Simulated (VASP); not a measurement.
# AlN (R-3m) in VASP: a series of runs

Runs on AlN. Level: PBE. Tasks: single point.

Everything below comes from runs of VASP 6.6.1. Logs are shortened: lines on timing, memory, paths and dates and some standing lists are left out, and cuts for length are marked.

## Step 1: The cell of the first run

The structure is trigonal, space group R-3m (No. 166). Conventional cell: a = 2.836 Å, b = 2.836 Å, c = 7.838 Å, α = 90.00°, β = 90.00°, γ = 120.00°. Within 2.8 Å of Al (site symmetry -3m) lie 6 N at 2.09 Å. Within 2.8 Å of N (site symmetry -3m) lie 6 Al at 2.09 Å.

## Step 2: Single point, PBE

INCAR

```
PREC     = Accurate       # precision mode
ENCUT    = 520            # plane-wave cutoff, eV
EDIFF    = 1E-7           # SCF threshold, eV
ISMEAR   = 0              # smearing method
SIGMA    = 0.05           # smearing width, eV
LREAL    = False          # projectors in reciprocal space
LASPH    = True           # aspherical terms in the spheres
NELM     = 100            # most SCF steps
ALGO     = Normal         # electronic algorithm
ISIF     = 2              # what is computed and relaxed
LWAVE    = False          # write WAVECAR
LCHARG   = False          # write CHGCAR
GGA      = PE             # functional
NBANDS   = 11             # bands
```

KPOINTS

```
Automatic mesh
0
Gamma
  10 10 10
```

POSCAR

```
AlN
1.0
    0.1714017290      2.1768821771      2.1768821771
    2.1768821771      0.1714017290      2.1768821771
    2.1768821771      2.1768821771      0.1714017290
Al N
1 1
Direct
    0.5000000000      0.5000000000      0.5000000000
    0.0000000000      0.0000000000      0.0000000000
```

Potentials or basis: VASP PAW PBE potentials, release 64 (Al, N).

Started as:

```bash
> cat potpaw_PBE.64/Al/POTCAR potpaw_PBE.64/N/POTCAR > POTCAR
> mpirun -np 1 vasp_std > vasp.out
```

OUTCAR:

```text
PREC = Accurate
   ENCUT = 520
   EDIFF = 1E-7
   ISMEAR = 0
   LREAL = False
   LASPH = True
   NELM = 100
   ISIF = 2
   GGA = PE

 ion  position               nearest neighbor table
   1  0.500  0.500  0.500-   2 2.09   2 2.09   2 2.09   2 2.09   2 2.09   2 2.09
   2  0.000  0.000  0.000-   1 2.09   1 2.09   1 2.09   1 2.09   1 2.09   1 2.09

  LATTYP: Found a trigonal (rhomboedric) cell.
 ALAT       =     3.0833440578
 COS(alpha) =     0.5769488427

  Lattice vectors:

 A1 = (   0.1714017290,   2.1768821771,   2.1768821771)
 A2 = (   2.1768821771,   0.1714017290,   2.1768821771)
 A3 = (   2.1768821771,   2.1768821771,   0.1714017290)

Analysis of symmetry for initial positions (statically):
=====================================================================
 Subroutine PRICEL returns:
 Original cell was already a primitive cell.

 Routine SETGRP: Setting up the symmetry group for a
 trigonal (rhombohedral) supercell.

 Subroutine GETGRP returns: Found 12 space group operations
 (whereof 12 operations were pure point group operations)
 out of a pool of 12 trial point group operations.

The static configuration has the point symmetry D_3d.

Analysis of symmetry for dynamics (positions and initial velocities):
=====================================================================
 Subroutine PRICEL returns:
 Original cell was already a primitive cell.

 Routine SETGRP: Setting up the symmetry group for a
 trigonal (rhombohedral) supercell.

 Subroutine GETGRP returns: Found 12 space group operations
 (whereof 12 operations were pure point group operations)
 out of a pool of 12 trial point group operations.

The dynamic configuration has the point symmetry D_3d.

 Subroutine INISYM returns: Found 12 space group operations
 (whereof 12 operations are pure point group operations),
 and found     1 'primitive' translations

----------------------------------------------------------------------------------------

                                     Primitive cell

  volume of cell :      18.2000

  direct lattice vectors                    reciprocal lattice vectors
     0.171401729  2.176882177  2.176882177    -0.258760300  0.239873332  0.239873332
     2.176882177  0.171401729  2.176882177     0.239873332 -0.258760300  0.239873332
     2.176882177  2.176882177  0.171401729     0.239873332  0.239873332 -0.258760300

  length of vectors
     3.083344058  3.083344058  3.083344058     0.426655978  0.426655978  0.426655978

  position of ions in fractional coordinates (direct lattice)
     0.500000000  0.500000000  0.500000000
     0.000000000  0.000000000  0.000000000

  ion indices of the primitive-cell ions
   primitive index   ion index
                 1           1
                 2           2

----------------------------------------------------------------------------------------

 KPOINTS: Automatic mesh

Automatic generation of k-mesh.
 Grid dimensions read from file:
 generate k-points for:   10   10   10

 Generating k-lattice:

  Cartesian coordinates                     Fractional coordinates (reciprocal lattice)
    -0.025876030  0.023987333  0.023987333     0.100000000  0.000000000  0.000000000
     0.023987333 -0.025876030  0.023987333     0.000000000  0.100000000  0.000000000
     0.023987333  0.023987333 -0.025876030     0.000000000  0.000000000  0.100000000

  Length of vectors
     0.042665598  0.042665598  0.042665598

  Shift w.r.t. Gamma in fractional coordinates (k-lattice)
     0.000000000  0.000000000  0.000000000

 Subroutine IBZKPT returns following result:
 ===========================================

 Found    116 irreducible k-points:

 Following reciprocal coordinates:
            Coordinates               Weight
  0.000000  0.000000  0.000000      1.000000
  0.100000 -0.000000 -0.000000      6.000000
  0.200000 -0.000000 -0.000000      6.000000
  0.300000  0.000000  0.000000      6.000000
  0.400000 -0.000000  0.000000      6.000000
  0.500000 -0.000000 -0.000000      3.000000
[... 16 lines left out ...]
  0.300000  0.300000 -0.000000      6.000000
  0.400000  0.300000 -0.000000     12.000000
 [... further k-points ...]
   k-points           NKPTS =    116   k-points in BZ     NKDIM =    116   number of bands    NBANDS=     11
   number of dos      NEDOS =    301   number of ions     NIONS =      2
   total plane-waves  NPLWV =  13824
   dimension x,y,z NGX =    24 NGY =   24 NGZ =   24
   dimension x,y,z NGXF=    48 NGYF=   48 NGZF=   48
   ions per type =               1   1
   NGX,Y,Z   is equivalent  to a cutoff of  12.94, 12.94, 12.94 a.u.
   NGXF,Y,Z  is equivalent  to a cutoff of  25.88, 25.88, 25.88 a.u.
 SYSTEM =  unknown system
   PREC   = accura    normal or accurate (medium, high low for compatibility)
   ISTART =      0    job   : 0-new  1-cont  2-samecut
   ICHARG =      2    charge: 1-file 2-atom 10-const
   ISPIN  =      1    spin polarized calculation?
   LNONCOLLINEAR =      F non collinear calculations
   LSORBIT =      F    spin-orbit coupling
   LASPH  =      T    aspherical Exc in radial PAW
   ENCUT  =  520.0 eV  38.22 Ry    6.18 a.u.   5.73  5.73  5.73*2*pi/ulx,y,z
   NELM   =    100;   NELMIN=  2; NELMDL= -5     # of ELM steps
   EDIFF  = 0.1E-06   stopping-criterion for ELM
   LREAL  =      F    real-space projection
   EDIFFG = 0.1E-05   stopping-criterion for IOM
   NSW    =      0    number of steps for IOM
   IBRION =     -1    ionic relax: 0-MD 1-quasi-New 2-CG
   NFREE  =      0    steps in history (QN), initial steepest desc. (CG)
   ISIF   =      2    stress and relaxation
   ISYM   =      2    0-nonsym 1-usesym 2-fastsym
   POTIM  = 0.5000    time-step for ionic-motion
   TEBEG  =    0.0;   TEEND  =   0.0 temperature during run
   PSTRESS=    0.0 pullay stress
   NELECT =       8.0000    total number of electrons
   NUPDOWN=      -1.0000    fix difference up-down
   EMIN   =  10.00;   EMAX   =-10.00  energy-range for DOS
   EFERMI =   0.00;   METHOD = LEGACY
   ISMEAR =     0;   SIGMA  =   0.05  broadening in eV -4-tet -1-fermi 0-gaus
   EFERMI_NEDOS =   21; number of points for ismear=-14 and -15
   IALGO  =     38    algorithm
   IMIX   =      4    mixing-type and parameters
     AMIX     =   0.40;   BMIX     =  1.00
     AMIX_MAG =   1.60;   BMIX_MAG =  1.00
  volume/ion in A,a.u.               =       9.10        61.41
  Fermi-wavevector in a.u.,A,eV,Ry     =   1.244747  2.352230 21.080794  1.549395
  Thomas-Fermi vector in A             =   2.379000
   LORBIT       =      0    0 simple, 1 ext, 2 COOP (PROOUT), +10 PAW based schemes
   GGA     = PE    functional components
   LHFCALC =     F    Hartree Fock is set to
   AEXX    =    0.0000 exact exchange contribution
   IVDW    =     0    specifies the selected vdW correction
   LEPSILON=     F    determine dielectric tensor
   LRPA    =     F    only Hartree local field effects (RPA)
 non-spin polarized calculation
 Gauss-broadening in eV      SIGMA  =   0.05
  energy-cutoff  :      520.00
  volume of cell :       18.20
 maximum number of plane-waves:       500
   NGX = 11   NGY = 11   NGZ = 11

 number of electron       8.0000000 magnetization

 Free energy of the ion-electron system (eV)
  ---------------------------------------------------
  ext. energy  EPLUGINS =         0.00000000
  ---------------------------------------------------
  free energy    TOTEN  =       -14.14556348 eV

  energy without entropy =      -14.14556348  energy(sigma->0) =      -14.14556348

 E-fermi :   9.7117     XC(G=0): -11.8517

 val. band max:        9.4092547919   @ k =   0.0000   0.0000   0.0000
 cond. band min:      11.8522498451   @ k =   0.5000   0.5000  -0.0000
 fundamental gap:      2.4429950532
 Fermi energy:         9.7117269281

 k-point     1 :       0.0000    0.0000    0.0000
  band No.  band energies     occupation
      1      -7.9068      2.00000
      2       7.6431      2.00000
      3       9.4093      2.00000
      4       9.4093      2.00000
      5      12.3804      0.00000
      6      19.3750      0.00000
      7      21.7464      0.00000
      8      21.7464      0.00000
      9      24.2697      0.00000
     10      26.1253      0.00000
     11      26.1253      0.00000

 k-point     2 :       0.1000   -0.0000   -0.0000
  band No.  band energies     occupation
      1      -7.7076      2.00000
      2       7.4462      2.00000
      3       8.4924      2.00000
      4       9.2771      2.00000
      5      13.0015      0.00000
      6      19.6765      0.00000
      7      20.4886      0.00000
      8      21.7421      0.00000
      9      23.5297      0.00000
     10      24.7384      0.00000
     11      25.5868      0.00000

 k-point     3 :       0.2000   -0.0000   -0.0000
  band No.  band energies     occupation
      1      -7.1298      2.00000
      2       6.1020      2.00000
      3       7.6247      2.00000
      4       8.9562      2.00000
      5      13.7432      0.00000
      6      19.0564      0.00000
      7      20.3950      0.00000
      8      21.0465      0.00000
      9      22.6203      0.00000
     10      24.8900      0.00000
     11      25.1614      0.00000

 k-point     4 :       0.3000    0.0000    0.0000
  band No.  band energies     occupation
      1      -6.2502      2.00000
      2       3.9961      2.00000
      3       7.3603      2.00000
      4       8.5999      2.00000
      5      13.7977      0.00000
      6      19.1649      0.00000
      7      19.6480      0.00000
      8      20.0486      0.00000
      9      23.3234      0.00000
     10      24.7890      0.00000
     11      27.0181      0.00000

 k-point     5 :       0.4000   -0.0000    0.0000
  band No.  band energies     occupation
      1      -5.2877      2.00000
      2       2.1761      2.00000
      3       7.2217      2.00000
      4       8.3375      2.00000
      5      13.5096      0.00000
      6      18.7026      0.00000
      7      19.3639      0.00000
      8      20.1258      0.00000
      9      23.2510      0.00000
     10      26.4841      0.00000
     11      29.2823      0.00000
[... 211 lines left out ...]
 k-point    21 :      -0.3000    0.2000    0.0000
  band No.  band energies     occupation
      1      -5.0499      2.00000
      2       3.0795      2.00000
      3       5.6471      2.00000
      4       7.4210      2.00000
      5      15.0378      0.00000
      6      17.3683      0.00000
      7      18.2986      0.00000
      8      20.4166      0.00000
      9      24.8767      0.00000
     10      27.7400      0.00000
     11      28.8232      0.00000

 k-point    22 :      -0.2000    0.2000    0.0000
  band No.  band energies     occupation
      1      -5.9261      2.00000
      2       4.3545      2.00000
      3       6.3388      2.00000
      4       7.8759      2.00000
      5      15.1465      0.00000
      6      17.4182      0.00000
      7      18.3462      0.00000
      8      20.4495      0.00000
      9      23.0813      0.00000
     10      27.4591      0.00000
     11      28.3815      0.00000

 k-point    23 :       0.3000    0.3000   -0.0000
  band No.  band energies     occupation
      1      -5.8491      2.00000
      2       4.1858      2.00000
      3       6.3407      2.00000
      4       7.7414      2.00000
      5      13.9003      0.00000
      6      16.4343      0.00000
      7      18.7191      0.00000
      8      23.4605      0.00000
      9      23.5295      0.00000
     10      28.6411      0.00000
     11      30.3116      0.00000

 k-point    24 :       0.4000    0.3000   -0.0000
  band No.  band energies     occupation
      1      -5.1607      2.00000
      2       3.3917      2.00000
      3       6.0571      2.00000
      4       6.9315      2.00000
      5      13.2441      0.00000
      6      16.6072      0.00000
      7      19.2124      0.00000
      8      23.4029      0.00000
      9      23.9158      0.00000
     10      29.4961      0.00000
     11      32.0621      0.00000

 [... further k-points ...]
[... 5 lines left out ...]
  --------------------------------------------------------------------------------------
  -------------------------------------------------------------------------------------
  Total       -1.7396606     -1.7396606     -1.7396606     -2.7896061     -2.7896061     -2.7896061
  in kB     -153.1453140   -153.1453140   -153.1453140   -245.5738291   -245.5738291   -245.5738291
  external PRESSURE =    -153.1453140 kB  Pullay stress =       0.0000000 kB

 VOLUME and BASIS-vectors are now :
 -----------------------------------------------------------------------------
  energy-cutoff  :      520.00
  volume of cell :       18.20
      direct lattice vectors                 reciprocal lattice vectors
     0.171401729  2.176882177  2.176882177    -0.258760300  0.239873332  0.239873332
     2.176882177  0.171401729  2.176882177     0.239873332 -0.258760300  0.239873332
     2.176882177  2.176882177  0.171401729     0.239873332  0.239873332 -0.258760300

 POSITION                                       TOTAL-FORCE (eV/Angst)
 -----------------------------------------------------------------------------------
      2.26258      2.26258      2.26258         0.000000     -0.000000      0.000000
      0.00000      0.00000      0.00000        -0.000000      0.000000     -0.000000
 -----------------------------------------------------------------------------------
    total drift:                                0.000000     -0.000000     -0.000000

  FREE ENERGIE OF THE ION-ELECTRON SYSTEM (eV)
  ---------------------------------------------------
  free  energy   TOTEN  =       -14.1455634756 eV

  energy  without entropy=      -14.1455634756  energy(sigma->0) =      -14.14556348
```

It took 16 s on 1 thread of Intel Xeon Platinum 8259CL at 2.50GHz (Skylake/Cascade Lake), shared host; peak memory 0.14 GiB.

Results:

* Free energy: -14.1456 eV
* Pressure: -15.3 GPa
* Band gap on the k mesh: 2.44 eV, indirect (least direct gap 2.97 eV)

A k mesh can miss the band edges. As with any semilocal functional, this PBE gap is likely too small.

## Step 3: Single point, PBE

This run uses another cell than the first one, of the same volume but with other edges.

INCAR

```
ALGO     = Normal         # electronic algorithm
EDIFF    = 1E-6           # SCF threshold, eV
ENCUT    = 520            # plane-wave cutoff, eV
GGA      = PE             # functional
ISIF     = 2              # what is computed and relaxed
ISMEAR   = 0              # smearing method
LASPH    = True           # aspherical terms in the spheres
LCHARG   = True           # write CHGCAR
LELF     = True           # ELF
LREAL    = False          # projectors in reciprocal space
LVHAR    = True         
LWAVE    = False          # write WAVECAR
NBANDS   = 11             # bands
NELM     = 100            # most SCF steps
PREC     = Accurate       # precision mode
SIGMA    = 0.05           # smearing width, eV
```

KPOINTS

```
k-points
0
Gamma
  10 10 10
```

POSCAR

```
AlN
1.0
   -0.1645978990      2.0087898515      2.0087898515
    2.0087898515     -0.1645978990      2.0087898515
    2.0087898515      2.0087898515     -0.1645978990
Al N
1 1
Direct
    0.5000000000      0.5000000000      0.5000000000
    0.0000000000      0.0000000000      0.0000000000
```

Potentials or basis: VASP PAW PBE potentials, release 64 (Al, N).

Started as:

```bash
> cat potpaw_PBE.64/Al/POTCAR potpaw_PBE.64/N/POTCAR > POTCAR
> mpirun -np 1 vasp_std > vasp.out
```

Wall time 13 s (1 thread of Intel Xeon Platinum 8259CL at 2.50GHz (Skylake/Cascade Lake), shared host); peak memory 0.15 GiB.

The run converged. Its results:

```yaml
Free_energy: -14.1979 eV
Pressure: -15.6 GPa
Band_gap_on_the_k_mesh: 2.18 eV, indirect (least direct gap 3.06 eV)
```

Stress tensor (GPa, compression positive):
```
-15.64  18.84  18.84
 18.84 -15.64  18.84
 18.84  18.84 -15.64
```

Levels at points of the mesh, in eV from the valence-band top:
```csv
k point,band 1,band 2,band 3,band 4,band 5,band 6,band 7,band 8
"(0.00, 0.00, 0.00)",-17.58,-1.30,-1.30,0.00,3.06,9.82,9.82,13.99
"(0.50, 0.00, 0.00)",-14.84,-8.86,-1.90,-1.04,4.80,9.38,10.36,11.10
"(0.50, 0.50, 0.00)",-13.79,-7.60,-4.17,-2.57,2.18,5.29,11.38,14.29
"(0.50, 0.50, 0.50)",-14.09,-7.74,-2.48,-2.48,3.25,7.66,7.66,11.35
```

(Continued in part 2 of 2.)
